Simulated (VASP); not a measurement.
# Br (Pm-3m) in VASP: a series of runs

The runs below take Br through relaxation of cell and atoms, with PBE.

Program: VASP 6.6.1. These are calculated values, not measurements. Logs are shortened: lines on timing, memory, paths and dates and some standing lists are left out, and cuts for length are marked.

## Step 1: The cell of the first run

The structure is cubic, space group Pm-3m (No. 221). Conventional cell: a = 3.060 Å, b = 3.060 Å, c = 3.060 Å, α = 90.00°, β = 90.00°, γ = 90.00°. Br (site symmetry m-3m) has 6 Br at 3.06 Å within 4.0 Å.

## Step 2: Relaxation of cell and atoms, PBE, target pressure 20 GPa, at which the enthalpy is minimised

INCAR

```
PREC     = Accurate       # precision mode
ENCUT    = 600            # plane-wave cutoff, eV
EDIFF    = 1E-7           # SCF threshold, eV
ISMEAR   = -1             # smearing method
SIGMA    = 0.02           # smearing width, eV
LREAL    = False          # projectors in reciprocal space
LASPH    = True           # aspherical terms in the spheres
NELM     = 60             # most SCF steps
ALGO     = Normal         # electronic algorithm
ISIF     = 3              # what is computed and relaxed
LWAVE    = False          # write WAVECAR
LCHARG   = False          # write CHGCAR
GGA      = PE             # functional
IBRION   = 2              # ionic algorithm
NSW      = 80             # ionic steps
EDIFFG   = -0.01          # ionic threshold
PSTRESS  = 200.0
```

KPOINTS

```
Automatic mesh
0
Gamma
  15 15 15
```

POSCAR

```
Br
1.0
    3.0600000000      0.0000000000      0.0000000000
    0.0000000000      3.0600000000      0.0000000000
    0.0000000000      0.0000000000      3.0600000000
Br
1
Direct
    0.0000000000      0.0000000000      0.0000000000
```

Potentials or basis: VASP PAW PBE potentials, release 64 (Br).

The run is started by

```console
$ cat potpaw_PBE.64/Br/POTCAR > POTCAR
$ mpirun -np 1 vasp_std > vasp.out
```

OUTCAR:

```text
PREC = Accurate
   ENCUT = 600
   EDIFF = 1E-7
   ISMEAR = -1
   LREAL = False
   LASPH = True
   NELM = 60
   ISIF = 3
   GGA = PE
   IBRION = 2
   NSW = 80
   EDIFFG = -0.01
   PSTRESS = 200.0

 ion  position               nearest neighbor table
   1  0.000  0.000  0.000-

  LATTYP: Found a simple cubic cell.
 ALAT       =     3.0600000000

  Lattice vectors:

 A1 = (   3.0600000000,   0.0000000000,   0.0000000000)
 A2 = (   0.0000000000,   3.0600000000,   0.0000000000)
 A3 = (   0.0000000000,   0.0000000000,   3.0600000000)

Analysis of symmetry for initial positions (statically):
=====================================================================
 Subroutine PRICEL returns:
 Original cell was already a primitive cell.

 Routine SETGRP: Setting up the symmetry group for a
 simple cubic supercell.

 Subroutine GETGRP returns: Found 48 space group operations
 (whereof 48 operations were pure point group operations)
 out of a pool of 48 trial point group operations.

The static configuration has the point symmetry O_h .

Analysis of symmetry for dynamics (positions and initial velocities):
=====================================================================
 Subroutine PRICEL returns:
 Original cell was already a primitive cell.

 Routine SETGRP: Setting up the symmetry group for a
 simple cubic supercell.

 Subroutine GETGRP returns: Found 48 space group operations
 (whereof 48 operations were pure point group operations)
 out of a pool of 48 trial point group operations.

The dynamic configuration has the point symmetry O_h .

 Subroutine INISYM returns: Found 48 space group operations
 (whereof 48 operations are pure point group operations),
 and found     1 'primitive' translations

----------------------------------------------------------------------------------------

                                     Primitive cell

  volume of cell :      28.6526

  direct lattice vectors                    reciprocal lattice vectors
     3.060000000  0.000000000  0.000000000     0.326797386  0.000000000  0.000000000
     0.000000000  3.060000000  0.000000000     0.000000000  0.326797386  0.000000000
     0.000000000  0.000000000  3.060000000     0.000000000  0.000000000  0.326797386

  length of vectors
     3.060000000  3.060000000  3.060000000     0.326797386  0.326797386  0.326797386

  position of ions in fractional coordinates (direct lattice)
     0.000000000  0.000000000  0.000000000

  ion indices of the primitive-cell ions
   primitive index   ion index
                 1           1

----------------------------------------------------------------------------------------

 KPOINTS: Automatic mesh

Automatic generation of k-mesh.
 Grid dimensions read from file:
 generate k-points for:   15   15   15

 Generating k-lattice:

  Cartesian coordinates                     Fractional coordinates (reciprocal lattice)
     0.021786492  0.000000000  0.000000000     0.066666667  0.000000000  0.000000000
     0.000000000  0.021786492  0.000000000     0.000000000  0.066666667  0.000000000
     0.000000000  0.000000000  0.021786492     0.000000000  0.000000000  0.066666667

  Length of vectors
     0.021786492  0.021786492  0.021786492

  Shift w.r.t. Gamma in fractional coordinates (k-lattice)
     0.000000000  0.000000000  0.000000000

 Subroutine IBZKPT returns following result:
 ===========================================

 Found    120 irreducible k-points:

 Following reciprocal coordinates:
            Coordinates               Weight
  0.000000  0.000000  0.000000      1.000000
  0.066667  0.000000  0.000000      6.000000
  0.133333  0.000000  0.000000      6.000000
  0.200000  0.000000  0.000000      6.000000
  0.266667  0.000000  0.000000      6.000000
  0.333333  0.000000  0.000000      6.000000
[... 16 lines left out ...]
  0.266667  0.200000  0.000000     24.000000
  0.333333  0.200000  0.000000     24.000000
 [... further k-points ...]
   k-points           NKPTS =    120   k-points in BZ     NKDIM =    120   number of bands    NBANDS=      7
   number of dos      NEDOS =    301   number of ions     NIONS =      1
   total plane-waves  NPLWV =  13824
   dimension x,y,z NGX =    24 NGY =   24 NGZ =   24
   dimension x,y,z NGXF=    48 NGYF=   48 NGZF=   48
   ions per type =               1
   NGX,Y,Z   is equivalent  to a cutoff of  13.04, 13.04, 13.04 a.u.
   NGXF,Y,Z  is equivalent  to a cutoff of  26.08, 26.08, 26.08 a.u.
 SYSTEM =  unknown system
   PREC   = accura    normal or accurate (medium, high low for compatibility)
   ISTART =      0    job   : 0-new  1-cont  2-samecut
   ICHARG =      2    charge: 1-file 2-atom 10-const
   ISPIN  =      1    spin polarized calculation?
   LNONCOLLINEAR =      F non collinear calculations
   LSORBIT =      F    spin-orbit coupling
   LASPH  =      T    aspherical Exc in radial PAW
   ENCUT  =  600.0 eV  44.10 Ry    6.64 a.u.   6.11  6.11  6.11*2*pi/ulx,y,z
   NELM   =     60;   NELMIN=  2; NELMDL= -5     # of ELM steps
   EDIFF  = 0.1E-06   stopping-criterion for ELM
   LREAL  =      F    real-space projection
   EDIFFG = -.1E-01   stopping-criterion for IOM
   NSW    =     80    number of steps for IOM
   IBRION =      2    ionic relax: 0-MD 1-quasi-New 2-CG
   NFREE  =      1    steps in history (QN), initial steepest desc. (CG)
   ISIF   =      3    stress and relaxation
   ISYM   =      2    0-nonsym 1-usesym 2-fastsym
   POTIM  = 0.5000    time-step for ionic-motion
   TEBEG  =    0.0;   TEEND  =   0.0 temperature during run
   PSTRESS=  200.0 pullay stress
   NELECT =       7.0000    total number of electrons
   NUPDOWN=      -1.0000    fix difference up-down
   EMIN   =  10.00;   EMAX   =-10.00  energy-range for DOS
   EFERMI =   0.00;   METHOD = LEGACY
   ISMEAR =    -1;   SIGMA  =   0.02  broadening in eV -4-tet -1-fermi 0-gaus
   EFERMI_NEDOS =   21; number of points for ismear=-14 and -15
   IALGO  =     38    algorithm
   IMIX   =      4    mixing-type and parameters
     AMIX     =   0.40;   BMIX     =  1.00
     AMIX_MAG =   1.60;   BMIX_MAG =  1.00
  volume/ion in A,a.u.               =      28.65       193.36
  Fermi-wavevector in a.u.,A,eV,Ry     =   1.023417  1.933978 14.250510  1.047383
  Thomas-Fermi vector in A             =   2.157150
   LORBIT       =      0    0 simple, 1 ext, 2 COOP (PROOUT), +10 PAW based schemes
   GGA     = PE    functional components
   LHFCALC =     F    Hartree Fock is set to
   AEXX    =    0.0000 exact exchange contribution
   IVDW    =     0    specifies the selected vdW correction
   LEPSILON=     F    determine dielectric tensor
   LRPA    =     F    only Hartree local field effects (RPA)
 conjugate gradient relaxation of ions
 non-spin polarized calculation
  energy-cutoff  :      600.00
  volume of cell :       28.65
 maximum number of plane-waves:       970
   NGX = 13   NGY = 13   NGZ = 13

--------------------------------------- Ionic step        1  -------------------------------------------

 number of electron       7.0000002 magnetization

 Free energy of the ion-electron system (eV)
  ---------------------------------------------------
  ext. energy  EPLUGINS =         0.00000000
  ---------------------------------------------------
  free energy    TOTEN  =        -1.20318012 eV

  energy without entropy =       -1.20154444  energy(sigma->0) =       -1.20236228

------------------------ aborting loop because EDIFF is reached ----------------------------------------

  FORCE on cell =-STRESS in cart. coord.  units (eV):
  Direction    XX          YY          ZZ          XY          YZ          ZX
  --------------------------------------------------------------------------------------
  -------------------------------------------------------------------------------------
  Total        0.2153894      0.2153894      0.2153894      0.0000000      0.0000000     -0.0000000
  in kB       12.0439975     12.0439975     12.0439975      0.0000000      0.0000000     -0.0000000
  external PRESSURE =    -187.9560025 kB  Pullay stress =     200.0000000 kB
[... 24 lines left out ...]
--------------------------------------- Ionic step        2  -------------------------------------------

 number of electron       7.0000000 magnetization

 E-fermi :   9.1095     XC(G=0): -11.2960

 val. band max:        9.0966401697   @ k =   0.1333   0.1333   0.0000
 cond. band min:       9.1393986065   @ k =   0.2000   0.0000   0.0000
 fundamental gap:      0.0427584368
 Fermi energy:         9.1095083284

 k-point     1 :       0.0000    0.0000    0.0000
  band No.  band energies     occupation
      1     -12.2250      2.00000
      2       8.5987      2.00000
      3       8.5987      2.00000
      4       8.5987      2.00000
      5      15.6155      0.00000
      6      15.6155      0.00000
      7      17.1020      0.00000
[... 221 lines left out ...]
 k-point    24 :       0.3333    0.2000    0.0000
  band No.  band energies     occupation
      1      -9.7325      2.00000
      2       0.8928      2.00000
      3       5.3919      2.00000
      4      10.4076      0.00000
      5      17.1502      0.00000
      6      19.1101      0.00000
      7      24.5407      0.00000

 [... further k-points ...]

------------------------ aborting loop because EDIFF is reached ----------------------------------------

  FORCE on cell =-STRESS in cart. coord.  units (eV):
  Direction    XX          YY          ZZ          XY          YZ          ZX
  --------------------------------------------------------------------------------------
  -------------------------------------------------------------------------------------
  Total        7.5351397      7.5351397      7.5351397      0.0000000      0.0000000      0.0000000
  in kB      716.3954226    716.3954226    716.3954226      0.0000000      0.0000000      0.0000000
  external PRESSURE =     516.3954226 kB  Pullay stress =     200.0000000 kB
[... 172 lines left out ...]
--------------------------------------- Ionic step        7  -------------------------------------------

 number of electron       7.0000000 magnetization

 Free energy of the ion-electron system (eV)
  ---------------------------------------------------
  ext. energy  EPLUGINS =         0.00000000
  ---------------------------------------------------
  free energy    TOTEN  =        -0.85120156 eV

  energy without entropy =       -0.85051467  energy(sigma->0) =       -0.85085812

 E-fermi :   4.8139     XC(G=0):  -9.9867

 val. band max:        4.7660817304   @ k =   0.4000   0.3333   0.1333
 cond. band min:       4.8362729189   @ k =   0.3333   0.0667   0.0000
 fundamental gap:      0.0701911885
 Fermi energy:         4.8138652490

 k-point     1 :       0.0000    0.0000    0.0000
  band No.  band energies     occupation
      1     -13.2939      2.00000
      2       4.5277      2.00000
      3       4.5277      2.00000
      4       4.5277      2.00000
      5      11.9188      0.00000
      6      12.6490      0.00000
      7      12.6490      0.00000
[... 221 lines left out ...]
 k-point    24 :       0.3333    0.2000    0.0000
  band No.  band energies     occupation
      1     -11.6550      2.00000
      2      -0.9599      2.00000
      3       2.2421      2.00000
      4       5.6698      0.00000
      5      13.4932      0.00000
      6      14.9365      0.00000
      7      18.8995      0.00000

 [... further k-points ...]

------------------------ aborting loop because EDIFF is reached ----------------------------------------

  FORCE on cell =-STRESS in cart. coord.  units (eV):
  Direction    XX          YY          ZZ          XY          YZ          ZX
  --------------------------------------------------------------------------------------
  -------------------------------------------------------------------------------------
  Total        2.7407985      2.7407985      2.7407985      0.0000000      0.0000000      0.0000000
  in kB      200.0391658    200.0391658    200.0391658      0.0000000      0.0000000      0.0000000
  external PRESSURE =       0.0391658 kB  Pullay stress =     200.0000000 kB
[... 20 lines left out ...]
  energy  without entropy=       -0.8505146733  energy(sigma->0) =       -0.85085812

  enthalpy is  TOTEN    =         1.8890603104 eV   P V=        2.7402618679

 reached required accuracy - stopping structural energy minimisation
```

Run time: 26 s. Hardware: 1 thread of Intel Xeon 6975P-C (Granite Rapids), shared host; peak memory 0.15 GiB.

Results:

| Property | Result |
| --- | --- |
| Free energy | -0.8512 eV |
| Relaxed volume | 21.95 Å³/atom |
| Relaxed cell | a = 2.800 Å, b = 2.800 Å, c = 2.800 Å, α = 90.00°, β = 90.00°, γ = 90.00° |
| Space group after relaxing (to 0.1 Å) | Pm-3m (No. 221) |
| Energy change on relaxing (the run minimises the enthalpy) | +352.0 meV/atom |
| Ionic steps | 7 |
| Pressure after relaxing | 20.0 GPa |
| Band gap on the k mesh | zero (an odd number of electrons rules out a gap without spin polarisation) |

The path:
```tsv
step	energy change (eV)	largest force (eV/Å)	pressure (GPa)	volume (Å³)
1	0.0000	0.0000	1.20	28.65
2	1.6506	0.0000	71.64	16.85
3	0.3136	0.0000	18.35	22.27
4	0.3419	0.0000	19.57	22.03
5	0.3569	0.0000	20.21	21.91
6	0.3465	0.0000	19.77	22.00
7	0.3520	0.0000	20.00	21.95
```

Final structure:
```
Br
1.0
     2.80000    0.00000    0.00000
     0.00000    2.80000    0.00000
     0.00000    0.00000    2.80000
Br
1
Direct
  0.00000 0.00000 0.00000
```

Levels at points of the mesh, in eV from the Fermi level:
| k point | band 2 | band 3 | band 4 | band 5 | band 6 | band 7 |
| --- | --- | --- | --- | --- | --- | --- |
| (0.00, 0.00, 0.00) | -0.29 | -0.29 | -0.29 | 7.10 | 7.84 | 7.84 |

Caveat: the cell is relaxed towards a set pressure, so the run minimises the enthalpy, not the energy; the volume moved by over 15 % at a fixed basis, so the end points are rough; an odd number of electrons without spin polarisation forces a metal; a magnetic or distorted state may lie lower.

(Continued in part 2 of 2.)

The gap in the log of VASP goes by the Fermi energy; the results here count the filled bands.